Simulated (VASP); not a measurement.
# Ru2C (P6/mmm) in VASP: a series of runs

Runs on Ru2C. Level: PBE. Tasks: single point.

Everything below comes from runs of VASP 6.6.1. Logs are shortened: lines on timing, memory, paths and dates and some standing lists are left out, and cuts for length are marked.

**1. The cell of the first run**

The structure is hexagonal, space group P6/mmm (No. 191). The conventional cell has a = 4.095 Å, b = 4.095 Å, c = 2.645 Å, α = 90.00°, β = 90.00°, γ = 120.00°. Within 3.1 Å of Ru (site symmetry -6m2) lie 3 C at 2.36 Å and 5 Ru at 2.36 to 2.65 Å. C (site symmetry 6/mmm) has 6 Ru at 2.36 Å and 2 C at 2.65 Å within 3.1 Å.

The cell was generated, and may not be a known phase.

**2. Single point, PBE**

INCAR reads:

```
PREC = Accurate
ENCUT = 600
EDIFF = 1E-6
ISMEAR = 0
SIGMA = 0.2
LREAL = False
LASPH = True
NELM = 120
ALGO = Normal
ISIF = 2
LWAVE = False
LCHARG = True
GGA = PE
LELF = True
LVHAR = True
NBANDS = 23
GGA_COMPAT = False
```

KPOINTS reads:

```
regular mesh
0
Gamma
  6 6 5
```

POSCAR reads:

```
Ru2C
1.0
    4.0945233483      0.0000000000      0.0000000000
   -2.0472616741      3.5459612360      0.0000000000
    0.0000000000      0.0000000000      2.6452238113
Ru C
2 1
Direct
    0.3333333333      0.6666666667      0.5000000000
    0.6666666667      0.3333333333      0.5000000000
    0.0000000000      0.0000000000      0.5000000000
```

Potentials or basis: VASP PAW PBE potentials, release 64 (Ru_pv, C).

Run with:

```sh
$ cat potpaw_PBE.64/Ru_pv/POTCAR potpaw_PBE.64/C/POTCAR > POTCAR
$ mpirun -np 1 vasp_std > vasp.out
```

OUTCAR:

```text
PREC = Accurate
   ENCUT = 600
   EDIFF = 1E-6
   ISMEAR = 0
   LREAL = False
   LASPH = True
   NELM = 120
   ISIF = 2
   GGA = PE

 ion  position               nearest neighbor table
   1  0.333  0.667  0.500-   3 2.36   2 2.36   2 2.36   3 2.36   3 2.36   2 2.36
   2  0.667  0.333  0.500-   3 2.36   1 2.36   1 2.36   3 2.36   3 2.36   1 2.36
   3  0.000  0.000  0.500-   1 2.36   2 2.36   1 2.36   2 2.36   2 2.36   1 2.36

  LATTYP: Found a hexagonal cell.
 ALAT       =     4.0945233483
 C/A-ratio  =     0.6460394987

  Lattice vectors:

 A1 = (   4.0945233483,   0.0000000000,   0.0000000000)
 A2 = (  -2.0472616741,   3.5459612360,   0.0000000000)
 A3 = (   0.0000000000,   0.0000000000,   2.6452238113)

Analysis of symmetry for initial positions (statically):
=====================================================================
 Subroutine PRICEL returns:
 Original cell was already a primitive cell.

 Routine SETGRP: Setting up the symmetry group for a
 hexagonal supercell.

 Subroutine GETGRP returns: Found 24 space group operations
 (whereof 24 operations were pure point group operations)
 out of a pool of 24 trial point group operations.

The static configuration has the point symmetry D_6h.

Analysis of symmetry for dynamics (positions and initial velocities):
=====================================================================
 Subroutine PRICEL returns:
 Original cell was already a primitive cell.

 Routine SETGRP: Setting up the symmetry group for a
 hexagonal supercell.

 Subroutine GETGRP returns: Found 24 space group operations
 (whereof 24 operations were pure point group operations)
 out of a pool of 24 trial point group operations.

The dynamic configuration has the point symmetry D_6h.

 Subroutine INISYM returns: Found 24 space group operations
 (whereof 24 operations are pure point group operations),
 and found     1 'primitive' translations

----------------------------------------------------------------------------------------

                                     Primitive cell

  volume of cell :      38.4061

  direct lattice vectors                    reciprocal lattice vectors
     4.094523348  0.000000000  0.000000000     0.244228672  0.141005490  0.000000000
    -2.047261674  3.545961236  0.000000000     0.000000000  0.282010979  0.000000000
     0.000000000  0.000000000  2.645223811     0.000000000  0.000000000  0.378039845

  length of vectors
     4.094523348  4.094523348  2.645223811     0.282010979  0.282010979  0.378039845

  position of ions in fractional coordinates (direct lattice)
     0.333333333  0.666666667  0.500000000
     0.666666667  0.333333333  0.500000000
     0.000000000  0.000000000  0.500000000

  ion indices of the primitive-cell ions
   primitive index   ion index
                 1           1
                 2           2
                 3           3

----------------------------------------------------------------------------------------

 KPOINTS: regular mesh

Automatic generation of k-mesh.
 Grid dimensions read from file:
 generate k-points for:    6    6    5

 Generating k-lattice:

  Cartesian coordinates                     Fractional coordinates (reciprocal lattice)
     0.040704779  0.023500915  0.000000000     0.166666667  0.000000000  0.000000000
     0.000000000  0.047001830  0.000000000     0.000000000  0.166666667  0.000000000
     0.000000000  0.000000000  0.075607969     0.000000000  0.000000000  0.200000000

  Length of vectors
     0.047001830  0.047001830  0.075607969

  Shift w.r.t. Gamma in fractional coordinates (k-lattice)
     0.000000000  0.000000000  0.000000000

 Subroutine IBZKPT returns following result:
 ===========================================

 Found     21 irreducible k-points:

 Following reciprocal coordinates:
            Coordinates               Weight
  0.000000  0.000000  0.000000      1.000000
  0.166667  0.000000  0.000000      6.000000
  0.333333  0.000000  0.000000      6.000000
  0.500000  0.000000  0.000000      3.000000
  0.166667  0.166667  0.000000      6.000000
  0.333333  0.166667  0.000000     12.000000
[... 13 lines left out ...]
  0.333333  0.166667  0.400000     24.000000
  0.333333  0.333333  0.400000      4.000000
   k-points           NKPTS =     21   k-points in BZ     NKDIM =     21   number of bands    NBANDS=     23
   number of dos      NEDOS =    301   number of ions     NIONS =      3
   total plane-waves  NPLWV =  31104
   dimension x,y,z NGX =    36 NGY =   36 NGZ =   24
   dimension x,y,z NGXF=    72 NGYF=   72 NGZF=   48
   ions per type =               2   1
   NGX,Y,Z   is equivalent  to a cutoff of  14.62, 14.62, 15.08 a.u.
   NGXF,Y,Z  is equivalent  to a cutoff of  29.23, 29.23, 30.17 a.u.
 SYSTEM =  unknown system
   PREC   = accura    normal or accurate (medium, high low for compatibility)
   ISTART =      0    job   : 0-new  1-cont  2-samecut
   ICHARG =      2    charge: 1-file 2-atom 10-const
[... 70 lines left out ...]
[... 15 lines left out ...]
     22      16.8387      0.00000
     23      16.8387      0.00000

 k-point     2 :       0.1667    0.0000    0.0000
  band No.  band energies     occupation
      1     -33.7213      2.00000
      2     -33.6415      2.00000
      3     -32.6966      2.00000
      4     -32.6127      2.00000
      5     -32.5261      2.00000
      6     -32.4604      2.00000
[... 15 lines left out ...]
     22      17.2110      0.00000
     23      17.8201      0.00000

 k-point     3 :       0.3333    0.0000    0.0000
  band No.  band energies     occupation
      1     -33.7714      2.00000
      2     -33.5138      2.00000
      3     -32.7475      2.00000
      4     -32.6561      2.00000
      5     -32.5015      2.00000
      6     -32.4693      2.00000
[... 15 lines left out ...]
     22      17.3108      0.00000
     23      19.0061      0.00000

 k-point     4 :       0.5000    0.0000    0.0000
  band No.  band energies     occupation
      1     -33.7949      2.00000
      2     -33.4292      2.00000
      3     -32.8355      2.00000
      4     -32.6236      2.00000
      5     -32.5344      2.00000
      6     -32.4425      2.00000
[... 15 lines left out ...]
     22      17.3710      0.00000
     23      19.4470      0.00000

 k-point     5 :       0.1667    0.1667    0.0000
  band No.  band energies     occupation
      1     -33.7694      2.00000
      2     -33.5338      2.00000
      3     -32.7254      2.00000
      4     -32.6680      2.00000
      5     -32.4895      2.00000
      6     -32.4733      2.00000
[... 15 lines left out ...]
     22      17.8144      0.00000
     23      18.2200      0.00000

 k-point     6 :       0.3333    0.1667    0.0000
  band No.  band energies     occupation
      1     -33.8179      2.00000
      2     -33.3709      2.00000
      3     -32.8930      2.00000
      4     -32.6236      2.00000
      5     -32.5344      2.00000
      6     -32.4202      2.00000
[... 15 lines left out ...]
     22      17.6735      0.00000
     23      18.8094      0.00000

 k-point     7 :       0.3333    0.3333    0.0000
  band No.  band energies     occupation
      1     -33.8486      2.00000
      2     -33.1326      2.00000
      3     -33.1326      2.00000
      4     -32.5791      2.00000
      5     -32.5791      2.00000
      6     -32.3883      2.00000
[... 275 lines left out ...]
     22      18.3192      0.00000
     23      20.5816      0.00000

 k-point    18 :       0.5000    0.0000    0.4000
  band No.  band energies     occupation
      1     -33.7231      2.00000
      2     -33.3625      2.00000
      3     -33.1967      2.00000
      4     -33.0854      2.00000
      5     -32.7820      2.00000
      6     -32.3964      2.00000
[... 15 lines left out ...]
     22      16.9200      0.00000
     23      20.7200      0.00000

 k-point    19 :       0.1667    0.1667    0.4000
  band No.  band energies     occupation
      1     -33.6983      2.00000
      2     -33.4672      2.00000
      3     -33.2520      2.00000
      4     -33.0295      2.00000
      5     -32.6726      2.00000
      6     -32.4263      2.00000
[... 15 lines left out ...]
     22      19.1122      0.00000
     23      20.0339      0.00000

 k-point    20 :       0.3333    0.1667    0.4000
  band No.  band energies     occupation
      1     -33.7451      2.00000
      2     -33.3065      2.00000
      3     -33.1967      2.00000
      4     -33.0853      2.00000
      5     -32.8377      2.00000
      6     -32.3749      2.00000
[... 15 lines left out ...]
     22      17.6524      0.00000
     23      20.7196      0.00000

 k-point    21 :       0.3333    0.3333    0.4000
  band No.  band energies     occupation
      1     -33.7746      2.00000
      2     -33.1419      2.00000
      3     -33.1419      2.00000
      4     -33.0720      2.00000
      5     -33.0720      2.00000
      6     -32.3440      2.00000
[... 15 lines left out ...]
     22      16.7870      0.00000
     23      20.7206      0.00000

------------------------ aborting loop because EDIFF is reached ----------------------------------------

  FORCE on cell =-STRESS in cart. coord.  units (eV):
  Direction    XX          YY          ZZ          XY          YZ          ZX
  --------------------------------------------------------------------------------------
  -------------------------------------------------------------------------------------
  Total        0.1942669      0.1942669     -0.0810961      0.0000000     -0.0000000      0.0000000
  in kB        8.1041904      8.1041904     -3.3830694      0.0000000     -0.0000000      0.0000000
  external PRESSURE =       4.2751038 kB  Pullay stress =       0.0000000 kB

 VOLUME and BASIS-vectors are now :
 -----------------------------------------------------------------------------
  energy-cutoff  :      600.00
  volume of cell :       38.41
      direct lattice vectors                 reciprocal lattice vectors
     4.094523348  0.000000000  0.000000000     0.244228672  0.141005490  0.000000000
    -2.047261674  3.545961236  0.000000000     0.000000000  0.282010979  0.000000000
     0.000000000  0.000000000  2.645223811     0.000000000  0.000000000  0.378039845

 POSITION                                       TOTAL-FORCE (eV/Angst)
 -----------------------------------------------------------------------------------
     -0.00000      2.36397      1.32261        -0.000000     -0.000000     -0.000000
      2.04726      1.18199      1.32261         0.000000      0.000000      0.000000
      0.00000      0.00000      1.32261        -0.000000      0.000000     -0.000000
 -----------------------------------------------------------------------------------
    total drift:                                0.000000     -0.000000     -0.000000

  FREE ENERGIE OF THE ION-ELECTRON SYSTEM (eV)
  ---------------------------------------------------
  free  energy   TOTEN  =       -23.0879569660 eV

  energy  without entropy=      -23.0442891799  energy(sigma->0) =      -23.06612307
```

Run time: 43 s. Hardware: 1 thread of Intel Xeon 8259CL, shared host; peak memory 0.19 GiB.

What came out:

| Quantity | Value |
| --- | --- |
| Free energy | -23.0880 eV |
| Pressure | 0.4 GPa |
| Band gap on the k mesh | zero (bands 16 and 17 overlap by 1.34 eV) |

Caveat: the k points lie up to 0.48 Å⁻¹ apart, too coarse for converged energies and pressures of a metal.

**3. Single point, PBE**

This run uses another cell than the first one, of 14.09 Å³/atom.

INCAR reads:

```
ALGO = Normal ; EDIFF = 1E-6
ENCUT = 600 ; GGA = PE
GGA_COMPAT = False ; ISIF = 2
ISMEAR = 0 ; LASPH = True
LCHARG = False ; LREAL = False
LWAVE = False ; NBANDS = 23
NELM = 120 ; PREC = Accurate
SIGMA = 0.2
```

KPOINTS reads:

```
k-points
0
Gamma
  8 8 3
```

POSCAR reads:

```
Ru2C
1.0
    2.7147215017      0.0000000027      0.0000000000
   -1.3573607532      2.3510177833      0.0000000000
    0.0000000000      0.0000000000      6.6242225274
Ru C
2 1
Direct
    0.0000000000      0.0000000000     -0.0253553697
    0.0000000000      0.0000000000      0.4406697798
    0.0000000000      0.0000000000      0.7076565598
```

Potentials or basis: VASP PAW PBE potentials, release 64 (Ru_pv, C).

Run with:

```sh
$ cat potpaw_PBE.64/Ru_pv/POTCAR potpaw_PBE.64/C/POTCAR > POTCAR
$ mpirun -np 1 vasp_std > vasp.out
```

Run time: 43 s. Hardware: 1 thread of Intel Xeon 8259CL, shared host; peak memory 0.18 GiB.

It converged, with:

| Quantity | Value |
| --- | --- |
| Free energy | -24.3183 eV |
| Pressure | 0.1 GPa |
| Largest force | 0.093 eV/Å |
| Band gap on the k mesh | zero (bands 16 and 17 overlap by 3.29 eV) |

Forces on the atoms (eV/Å):
```
Ru   0.000  0.000  0.093
Ru   0.000  0.000 -0.093
C    0.000  0.000  0.000
```

Stress tensor (GPa, compression positive):
```
-0.27  0.00  0.00
 0.00 -0.27  0.00
 0.00  0.00  0.93
```

Levels at points of the mesh, in eV from the Fermi level:
```csv
k point,band 12,band 13,band 14,band 15,band 16,band 17,band 18,band 19,band 20,band 21
"(0.00, 0.00, 0.00)",-1.65,-1.65,-1.55,-1.55,-1.16,-1.16,0.48,0.48,5.09,5.09
"(0.50, 0.00, 0.00)",-2.66,-2.16,-1.14,-0.16,0.68,2.13,2.15,3.99,4.45,5.90
```

**4. Single point, PBE**

This run uses another cell than the first one, of 14.09 Å³/atom.

INCAR reads:

```
SYSTEM = Ru2C
PREC = Accurate
ENCUT = 600
EDIFF = 1E-6
ISMEAR = 0
SIGMA = 0.2
LREAL = .False.
LASPH = .True.
NELM = 120
ALGO = Normal
ISIF = 2
LWAVE = .False.
LCHARG = .False.
GGA = PE
NBANDS = 23
GGA_COMPAT = .False.
```

KPOINTS reads:

```
regular mesh
0
Gamma
  8 8 3
  0 0 0
```

POSCAR reads:

```
Ru2C
1.0
    2.7147180736     -0.0000000029      0.0000000000
   -1.3573590343      2.3510148173      0.0000000000
    0.0000000000      0.0000000000      6.6221895819
Ru C
2 1
Direct
    0.0000000000      0.0000000000      0.7670775474
    0.0000000000      0.0000000000      0.2329224526
    0.0000000000      0.0000000000      0.5000000000
```

Run with:

```sh
$ cat potpaw_PBE.64/Ru_pv/POTCAR potpaw_PBE.64/C/POTCAR > POTCAR
$ mpirun -np 1 vasp_std > vasp.out
```

Run time: 41 s. Hardware: 1 thread of Intel Xeon 8259CL, shared host; peak memory 0.18 GiB.

It converged, with:

```yaml
Free_energy: -24.3183 eV
Pressure: 0.1 GPa
Largest_force: 0.090 eV/Å
Band_gap_on_the_k_mesh: zero (bands 16 and 17 overlap by 3.29 eV)
```

Forces in eV/Å, atoms in the order of the input:
```
Ru   0.000  0.000  0.090
Ru   0.000  0.000 -0.090
C    0.000  0.000  0.000
```

Stress tensor (GPa, compression positive):
```
-0.27  0.00  0.00
 0.00 -0.27  0.00
 0.00  0.00  0.94
```

Levels at points of the mesh, in eV from the Fermi level:
| k point | band 12 | band 13 | band 14 | band 15 | band 16 | band 17 | band 18 | band 19 | band 20 | band 21 |
| --- | --- | --- | --- | --- | --- | --- | --- | --- | --- | --- |
| (0.00, 0.00, 0.00) | -1.65 | -1.65 | -1.55 | -1.55 | -1.16 | -1.16 | 0.48 | 0.48 | 5.09 | 5.09 |
| (0.50, 0.00, 0.00) | -2.66 | -2.16 | -1.14 | -0.16 | 0.68 | 2.13 | 2.15 | 3.99 | 4.45 | 5.90 |

**5. Single point, PBE**

This run uses another cell than the first one, of 12.61 Å³/atom.

INCAR reads:

```
SYSTEM = Ru2C
PREC = Accurate ; ENCUT = 600
EDIFF = 1E-6 ; ISMEAR = 0
SIGMA = 0.2 ; LREAL = .False.
LASPH = .True. ; NELM = 120
ALGO = Normal ; ISIF = 2
LWAVE = .False. ; LCHARG = .True.
GGA = PE ; LELF = .True.
LVHAR = .True. ; NBANDS = 23
GGA_COMPAT = .False.
```

KPOINTS reads:

```
Automatic mesh
0
Gamma
  6 6 6
  0 0 0
```

POSCAR reads:

```
Ru2C
1.0
    4.0680081074     -0.0000000032      0.0000000000
   -2.0340040509      3.5229983654      0.0000000000
    0.0000000000      0.0000000000      2.6400651579
Ru C
2 1
Direct
    0.3333333333      0.6666666667      0.5000000000
    0.6666666667      0.3333333333      0.5000000000
    0.0000000000      0.0000000000      0.0000000000
```

Run with:

```sh
$ cat potpaw_PBE.64/Ru_pv/POTCAR potpaw_PBE.64/C/POTCAR > POTCAR
$ mpirun -np 1 vasp_std > vasp.out
```

Wall time 41 s (1 thread of Intel Xeon 8259CL, shared host); peak memory 0.18 GiB.

It converged, with:

* Free energy: -21.7322 eV
* Pressure: 0.4 GPa
* Band gap on the k mesh: zero (bands 16 and 17 overlap by 1.27 eV)

Stress tensor (GPa, compression positive):
```
 0.56  0.00  0.00
 0.00  0.56  0.00
 0.00  0.00 -0.02
```

Levels at points of the mesh, in eV from the Fermi level:
| k point | band 12 | band 13 | band 14 | band 15 | band 16 | band 17 | band 18 | band 19 | band 20 | band 21 |
| --- | --- | --- | --- | --- | --- | --- | --- | --- | --- | --- |
| (0.00, 0.00, 0.00) | -2.73 | -2.73 | -1.47 | -1.47 | -0.37 | 0.91 | 0.91 | 2.38 | 2.63 | 2.63 |
| (0.50, 0.00, 0.00) | -3.98 | -2.06 | -1.80 | -1.55 | 0.34 | 0.46 | 0.73 | 1.35 | 3.30 | 4.17 |
| (0.00, 0.00, 0.50) | -3.24 | -2.18 | -2.18 | -2.15 | -2.15 | 0.24 | 2.61 | 2.61 | 2.93 | 3.90 |
| (0.50, 0.00, 0.50) | -2.99 | -2.79 | -2.47 | -0.62 | 0.74 | 0.99 | 1.86 | 2.27 | 2.55 | 6.84 |

Caveat: the k points lie up to 0.40 Å⁻¹ apart, too coarse for converged energies and pressures of a metal.

**6. The runs side by side**

```tsv
cell	k mesh	gap on the mesh (eV)	pressure (GPa)	largest force (eV/Å)
a = 4.095, b = 4.095, c = 2.645 Å, angles 90.0, 90.0, 120.0°, 3 atoms, atomic positions A	6 × 6 × 5	none	0.4	-
a = 2.715, b = 2.715, c = 6.624 Å, angles 90.0, 90.0, 120.0°, 3 atoms, atomic positions B	8 × 8 × 3	none	0.1	0.09
a = 2.715, b = 2.715, c = 6.622 Å, angles 90.0, 90.0, 120.0°, 3 atoms, atomic positions B	8 × 8 × 3	none	0.1	0.09
a = 4.068, b = 4.068, c = 2.640 Å, angles 90.0, 90.0, 120.0°, 3 atoms, atomic positions C	6 × 6 × 6	none	0.4	-
```

Alike in all rows: task single point; level PBE; potentials or basis VASP PAW PBE potentials, release 64 (Ru_pv, C); no spin polarisation; cutoff (eV) 600; smearing gaussian 0.2 eV.

Caveats: some runs use coarse meshes.

Absolute energies hang on the potentials; compare differences alone.
